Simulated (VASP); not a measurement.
# C (Fd-3m) in VASP: notebook

The runs below take C through single point, with PBE.

Everything below comes from runs of VASP 6.6.1. Logs are shortened: lines on timing, memory, paths and dates and some standing lists are left out, and cuts for length are marked.

## 1. The cell of the first run

Symmetry: Fd-3m, No. 227, cubic system. The conventional cell has a = 3.596 Å, b = 3.596 Å, c = 3.596 Å, α = 90.00°, β = 90.00°, γ = 90.00°. C (site symmetry -43m) has 4 C at 1.56 Å within 2.1 Å.

## 2. Single point, PBE

File INCAR:

```
  PREC = Accurate
  ENCUT = 520
  EDIFF = 1E-6
  ISMEAR = -1
  SIGMA = 0.06122561905347299
  LREAL = F
  LASPH = T
  NELM = 100
  ALGO = Normal
  ISIF = 2
  LWAVE = F
  LCHARG = T
  GGA = PE
  LELF = T
  LVHAR = T
  NBANDS = 11
```

File KPOINTS:

```
Automatic mesh
0
Gamma
  26 26 26
```

File POSCAR:

```
C
1.0
    0.0000000000      1.7979008172      1.7979008172
    1.7979008172      0.0000000000      1.7979008172
    1.7979008172      1.7979008172      0.0000000000
C
2
Direct
    0.0000000000      0.0000000000      0.0000000000
    0.2500000000      0.2500000000      0.2500000000
```

Potentials or basis: VASP PAW PBE potentials, release 64 (C).

Started as:

```
$ cat potpaw_PBE.64/C/POTCAR > POTCAR
$ mpirun -np 1 vasp_std > vasp.out
```

OUTCAR:

```text
PREC = Accurate
   ENCUT = 520
   EDIFF = 1E-6
   ISMEAR = -1
   LREAL = F
   LASPH = T
   NELM = 100
   ISIF = 2
   GGA = PE

 ion  position               nearest neighbor table
   1  0.000  0.000  0.000-   2 1.56   2 1.56   2 1.56   2 1.56
   2  0.250  0.250  0.250-   1 1.56   1 1.56   1 1.56   1 1.56

  LATTYP: Found a face centered cubic cell.
 ALAT       =     3.5958016344

  Lattice vectors:

 A1 = (   0.0000000000,   1.7979008172,   1.7979008172)
 A2 = (   1.7979008172,   0.0000000000,   1.7979008172)
 A3 = (   1.7979008172,   1.7979008172,   0.0000000000)

Analysis of symmetry for initial positions (statically):
=====================================================================
 Subroutine PRICEL returns:
 Original cell was already a primitive cell.

 Routine SETGRP: Setting up the symmetry group for a
 face centered cubic supercell.

 Subroutine GETGRP returns: Found 48 space group operations
 (whereof 24 operations were pure point group operations)
 out of a pool of 48 trial point group operations.

The static configuration has the point symmetry T_d .
 The point group associated with its full space group is O_h .

Analysis of symmetry for dynamics (positions and initial velocities):
=====================================================================
 Subroutine PRICEL returns:
 Original cell was already a primitive cell.

 Routine SETGRP: Setting up the symmetry group for a
 face centered cubic supercell.

 Subroutine GETGRP returns: Found 48 space group operations
 (whereof 24 operations were pure point group operations)
 out of a pool of 48 trial point group operations.

The dynamic configuration has the point symmetry T_d .
 The point group associated with its full space group is O_h .

 Subroutine INISYM returns: Found 48 space group operations
 (whereof 24 operations are pure point group operations),
 and found     1 'primitive' translations

----------------------------------------------------------------------------------------

                                     Primitive cell

  volume of cell :      11.6232

  direct lattice vectors                    reciprocal lattice vectors
[... 79 lines left out ...]
   ISTART =      0    job   : 0-new  1-cont  2-samecut
   ICHARG =      2    charge: 1-file 2-atom 10-const
   ISPIN  =      1    spin polarized calculation?
   LNONCOLLINEAR =      F non collinear calculations
   LSORBIT =      F    spin-orbit coupling
   LASPH  =      T    aspherical Exc in radial PAW
   ENCUT  =  520.0 eV  38.22 Ry    6.18 a.u.   4.73  4.73  4.73*2*pi/ulx,y,z
   NELM   =    100;   NELMIN=  2; NELMDL= -5     # of ELM steps
   EDIFF  = 0.1E-05   stopping-criterion for ELM
   LREAL  =      F    real-space projection
   EDIFFG = 0.1E-04   stopping-criterion for IOM
   NSW    =      0    number of steps for IOM
   IBRION =     -1    ionic relax: 0-MD 1-quasi-New 2-CG
   NFREE  =      0    steps in history (QN), initial steepest desc. (CG)
   ISIF   =      2    stress and relaxation
   ISYM   =      2    0-nonsym 1-usesym 2-fastsym
   POTIM  = 0.5000    time-step for ionic-motion
   TEBEG  =    0.0;   TEEND  =   0.0 temperature during run
   PSTRESS=    0.0 pullay stress
   NELECT =       8.0000    total number of electrons
   NUPDOWN=      -1.0000    fix difference up-down
   EMIN   =  10.00;   EMAX   =-10.00  energy-range for DOS
   EFERMI =   0.00;   METHOD = LEGACY
   ISMEAR =    -1;   SIGMA  =   0.06  broadening in eV -4-tet -1-fermi 0-gaus
   EFERMI_NEDOS =   21; number of points for ismear=-14 and -15
   IALGO  =     38    algorithm
   IMIX   =      4    mixing-type and parameters
     AMIX     =   0.40;   BMIX     =  1.00
     AMIX_MAG =   1.60;   BMIX_MAG =  1.00
  volume/ion in A,a.u.               =       5.81        39.22
  Fermi-wavevector in a.u.,A,eV,Ry     =   1.445426  2.731458 28.426045  2.089255
  Thomas-Fermi vector in A             =   2.563609
   LORBIT       =      0    0 simple, 1 ext, 2 COOP (PROOUT), +10 PAW based schemes
   GGA     = PE    functional components
[... 5 lines left out ...]
 non-spin polarized calculation
  energy-cutoff  :      520.00
  volume of cell :       11.62
 maximum number of plane-waves:       331
   NGX =  9   NGY =  9   NGZ =  9

 number of electron       8.0000000 magnetization

 Free energy of the ion-electron system (eV)
  ---------------------------------------------------
  ext. energy  EPLUGINS =         0.00000000
  ---------------------------------------------------
  free energy    TOTEN  =       -18.18076742 eV

  energy without entropy =      -18.18076742  energy(sigma->0) =      -18.18076742

 E-fermi :  10.5706     XC(G=0): -13.1290

 val. band max:        9.3808576612   @ k =   0.0000   0.0000   0.0000
 cond. band min:      13.4630364004   @ k =   0.3462   0.3462   0.0000
 fundamental gap:      4.0821787391
 Fermi energy:        10.5706051156

 k-point     1 :       0.0000    0.0000    0.0000
  band No.  band energies     occupation
      1     -11.7718      2.00000
      2       9.3809      2.00000
      3       9.3809      2.00000
      4       9.3809      2.00000
      5      14.9040      0.00000
      6      14.9040      0.00000
      7      14.9040      0.00000
      8      22.1594      0.00000
      9      28.3667      0.00000
     10      35.6502      0.00000
     11      35.6502      0.00000
[... 309 lines left out ...]
 k-point    24 :       0.3846    0.0385    0.0000
  band No.  band energies     occupation
      1      -8.0854      2.00000
      2      -0.9820      2.00000
      3       6.6894      2.00000
      4       6.9364      2.00000
      5      17.3949      0.00000
      6      17.9253      0.00000
      7      17.9560      0.00000
      8      24.4436      0.00000
      9      30.1625      0.00000
     10      32.2800      0.00000
     11      33.8489      0.00000

 [... further k-points ...]
[... 5 lines left out ...]
  --------------------------------------------------------------------------------------
  -------------------------------------------------------------------------------------
  Total       -0.5707810     -0.5707810     -0.5707810     -0.0000000     -0.0000000      0.0000000
  in kB      -78.6779209    -78.6779209    -78.6779209     -0.0000000     -0.0000000      0.0000000
  external PRESSURE =     -78.6779209 kB  Pullay stress =       0.0000000 kB

 VOLUME and BASIS-vectors are now :
 -----------------------------------------------------------------------------
  energy-cutoff  :      520.00
  volume of cell :       11.62
      direct lattice vectors                 reciprocal lattice vectors
     0.000000000  1.797900817  1.797900817    -0.278102104  0.278102104  0.278102104
     1.797900817  0.000000000  1.797900817     0.278102104 -0.278102104  0.278102104
     1.797900817  1.797900817  0.000000000     0.278102104  0.278102104 -0.278102104

 POSITION                                       TOTAL-FORCE (eV/Angst)
 -----------------------------------------------------------------------------------
      0.00000      0.00000      0.00000         0.000000      0.000000      0.000000
      0.89895      0.89895      0.89895        -0.000000     -0.000000     -0.000000
 -----------------------------------------------------------------------------------
    total drift:                                0.000000      0.000000      0.000000

  FREE ENERGIE OF THE ION-ELECTRON SYSTEM (eV)
  ---------------------------------------------------
  free  energy   TOTEN  =       -18.1807674156 eV

  energy  without entropy=      -18.1807674156  energy(sigma->0) =      -18.18076742
```

It took 34 s on 1 thread of Intel Xeon Platinum 8488C (Sapphire Rapids), shared host; peak memory 0.15 GiB.

What came out:

* Free energy: -18.1808 eV
* Pressure: -7.9 GPa
* Band gap on the k mesh: 4.08 eV, indirect (least direct gap 5.52 eV)

## 3. Single point, PBE

File INCAR:

```
SYSTEM = C
PREC = Accurate
ENCUT = 520
EDIFF = 1E-6
ISMEAR = -1
SIGMA = 0.06122561905347299
LREAL = .False.
LASPH = .True.
NELM = 80
ALGO = Normal
ISIF = 2
LWAVE = .False.
LCHARG = .False.
GGA = PE
NBANDS = 11
```

File KPOINTS:

```
Automatic mesh
0
Gamma
  26 26 26
  0 0 0
```

POSCAR is that of step 2.

Potentials or basis: VASP PAW PBE potentials, release 64 (C).

Started as:

```
$ cat potpaw_PBE.64/C/POTCAR > POTCAR
$ mpirun -np 1 vasp_std > vasp.out
```

Wall time 32 s (1 thread of Intel Xeon Platinum 8488C (Sapphire Rapids), shared host); peak memory 0.16 GiB.

The run converged. Its results:

```yaml
Free_energy: -18.1808 eV
Pressure: -7.9 GPa
Band_gap_on_the_k_mesh: 4.08 eV, indirect (least direct gap 5.52 eV)
```

Levels at points of the mesh, in eV from the valence-band top:
```
           k point  band 1  band 2  band 3  band 4  band 5  band 6  band 7  band 8  band 9
(0.00, 0.00, 0.00)  -21.15    0.00    0.00    0.00    5.52    5.52    5.52   12.78   18.99
(0.50, 0.00, 0.00)  -15.52  -13.11   -2.74   -2.74    8.36    8.36    8.52   15.47   21.55
(0.50, 0.50, 0.00)  -12.59  -12.59   -6.15   -6.15    4.71    4.71   16.44   16.44   22.79
```

A k mesh can miss the band edges.

## 4. Single point, PBE

This run uses another cell than the first one, of 5.93 Å³/atom, 1.020 times its volume.

File INCAR:

```
SYSTEM = C
PREC = Accurate
ENCUT = 520
EDIFF = 1E-7
ISMEAR = -1
SIGMA = 0.06122561905347299
LREAL = .False.
LASPH = .True.
NELM = 100
ALGO = Normal
ISIF = 2
LWAVE = .False.
LCHARG = .True.
GGA = PE
LELF = .True.
LVHAR = .True.
NBANDS = 11
```

KPOINTS is that of step 3.

File POSCAR:

```
C
1.0
    0.0000000000      1.8095758250      1.8095758250
    1.8095758250      0.0000000000      1.8095758250
    1.8095758250      1.8095758250      0.0000000000
C
2
Direct
    0.0000000000      0.0000000000      0.0000000000
    0.2500000000      0.2500000000      0.2500000000
```

Started as:

```
$ cat potpaw_PBE.64/C/POTCAR > POTCAR
$ mpirun -np 1 vasp_std > vasp.out
```

Wall time 37 s (1 thread of Intel Xeon Platinum 8488C (Sapphire Rapids), shared host); peak memory 0.15 GiB.

It converged, with:

* Free energy: -18.1644 eV
* Pressure: -15.4 GPa
* Band gap on the k mesh: 4.04 eV, indirect (least direct gap 5.47 eV)

Levels at points of the mesh, in eV from the valence-band top:
| k point | band 2 | band 3 | band 4 | band 5 | band 6 | band 7 |
| --- | --- | --- | --- | --- | --- | --- |
| (0.00, 0.00, 0.00) | 0.00 | 0.00 | 0.00 | 5.47 | 5.47 | 5.47 |
| (0.50, 0.00, 0.00) | -12.90 | -2.69 | -2.69 | 8.26 | 8.27 | 8.27 |
| (0.50, 0.50, 0.00) | -12.46 | -6.04 | -6.04 | 4.67 | 4.67 | 16.15 |

## 5. Single point, PBE

This run uses another cell than the first one, of 5.93 Å³/atom, 1.020 times its volume.

File INCAR:

```
PREC = Accurate
ENCUT = 520
EDIFF = 1E-6
ISMEAR = -1
SIGMA = 0.06122561905347299
LREAL = F
LASPH = T
NELM = 100
ALGO = Normal
ISIF = 2
LWAVE = F
LCHARG = T
GGA = PE
LELF = T
LVHAR = T
NBANDS = 11
```

File KPOINTS:

```
regular mesh
0
Gamma
  26 26 26
```

POSCAR is that of step 4.

Potentials or basis: VASP PAW PBE potentials, release 64 (C).

Started as:

```
$ cat potpaw_PBE.64/C/POTCAR > POTCAR
$ mpirun -np 1 vasp_std > vasp.out
```

OUTCAR:

```text
PREC = Accurate
   ENCUT = 520
   EDIFF = 1E-6
   ISMEAR = -1
   LREAL = F
   LASPH = T
   NELM = 100
   ISIF = 2
   GGA = PE

 ion  position               nearest neighbor table
   1  0.000  0.000  0.000-   2 1.57   2 1.57   2 1.57   2 1.57
   2  0.250  0.250  0.250-   1 1.57   1 1.57   1 1.57   1 1.57

  LATTYP: Found a face centered cubic cell.
 ALAT       =     3.6191516500

  Lattice vectors:

[... 511 lines left out ...]
      2      -1.1115      2.00000
      3       6.4652      2.00000
      4       6.7045      2.00000
      5      17.0250      0.00000
      6      17.4272      0.00000
      7      17.5876      0.00000
      8      23.9471      0.00000
      9      29.6278      0.00000
     10      31.7852      0.00000
     11      33.3550      0.00000

 [... further k-points ...]
[... 5 lines left out ...]
  --------------------------------------------------------------------------------------
  -------------------------------------------------------------------------------------
  Total       -1.1426008     -1.1426008     -1.1426008     -0.0000000      0.0000000      0.0000000
  in kB     -154.4702119   -154.4702119   -154.4702119     -0.0000000      0.0000000      0.0000000
  external PRESSURE =    -154.4702119 kB  Pullay stress =       0.0000000 kB

 VOLUME and BASIS-vectors are now :
 -----------------------------------------------------------------------------
  energy-cutoff  :      520.00
  volume of cell :       11.85
      direct lattice vectors                 reciprocal lattice vectors
     0.000000000  1.809575825  1.809575825    -0.276307847  0.276307847  0.276307847
     1.809575825  0.000000000  1.809575825     0.276307847 -0.276307847  0.276307847
     1.809575825  1.809575825  0.000000000     0.276307847  0.276307847 -0.276307847

 POSITION                                       TOTAL-FORCE (eV/Angst)
 -----------------------------------------------------------------------------------
      0.00000      0.00000      0.00000         0.000000      0.000000      0.000000
      0.90479      0.90479      0.90479        -0.000000     -0.000000     -0.000000
 -----------------------------------------------------------------------------------
    total drift:                                0.000000      0.000000      0.000000

  FREE ENERGIE OF THE ION-ELECTRON SYSTEM (eV)
  ---------------------------------------------------
  free  energy   TOTEN  =       -18.1644146984 eV

  energy  without entropy=      -18.1644146983  energy(sigma->0) =      -18.16441470
```

It took 34 s on 1 thread of Intel Xeon Platinum 8488C (Sapphire Rapids), shared host; peak memory 0.16 GiB.

Results:

| Property | Result |
| --- | --- |
| Free energy | -18.1644 eV |
| Pressure | -15.4 GPa |
| Band gap on the k mesh | 4.04 eV, indirect (least direct gap 5.47 eV) |

A k mesh can miss the band edges.

## 6. Single point, PBE

This run uses another cell than the first one, of 6.04 Å³/atom, 1.039 times its volume.

File INCAR:

```
ALGO = Normal
EDIFF = 1E-7
ENCUT = 520
GGA = PE
ISIF = 2
ISMEAR = -1
LASPH = T
LCHARG = F
LREAL = F
LWAVE = F
NBANDS = 11
NELM = 60
PREC = Accurate
SIGMA = 0.06122561905347299
```

File KPOINTS:

```
k-points
0
Gamma
  26 26 26
```

File POSCAR:

```
C
1.0
    0.0000000000      1.8211020964      1.8211020964
    1.8211020964      0.0000000000      1.8211020964
    1.8211020964      1.8211020964      0.0000000000
C
2
Direct
    0.0000000000      0.0000000000      0.0000000000
    0.2500000000      0.2500000000      0.2500000000
```

Potentials or basis: VASP PAW PBE potentials, release 64 (C).

Started as:

```
$ cat potpaw_PBE.64/C/POTCAR > POTCAR
$ mpirun -np 1 vasp_std > vasp.out
```

Wall time 32 s (1 thread of Intel Xeon Platinum 8488C (Sapphire Rapids), shared host); peak memory 0.16 GiB.

It converged, with:

- Free energy: -18.1378 eV
- Pressure: -22.3 GPa
- Band gap on the k mesh: 4.00 eV, indirect (least direct gap 5.42 eV)

Levels at points of the mesh, in eV from the valence-band top:
| k point | band 2 | band 3 | band 4 | band 5 | band 6 | band 7 |
| --- | --- | --- | --- | --- | --- | --- |
| (0.00, 0.00, 0.00) | 0.00 | 0.00 | 0.00 | 5.42 | 5.42 | 5.42 |
| (0.50, 0.00, 0.00) | -12.70 | -2.64 | -2.64 | 8.01 | 8.19 | 8.19 |
| (0.50, 0.50, 0.00) | -12.33 | -5.93 | -5.93 | 4.63 | 4.63 | 15.87 |

A k mesh can miss the band edges.

## 7. The runs side by side

| cell | gap on the mesh (eV) | pressure (GPa) |
| --- | --- | --- |
| a = 2.543 Å, angles 60.0°, 2 atoms | 4.08 | -7.9 |
| a = 2.559 Å, angles 60.0°, 2 atoms | 4.04 | -15.4 |
| a = 2.575 Å, angles 60.0°, 2 atoms | 4.00 | -22.3 |

Alike in all rows: task single point; level PBE; potentials or basis VASP PAW PBE potentials, release 64 (C); no spin polarisation; k mesh 26 × 26 × 26; cutoff (eV) 520; smearing fermi-dirac 0.0612256 eV.

Absolute energies hang on the potentials; compare differences alone.
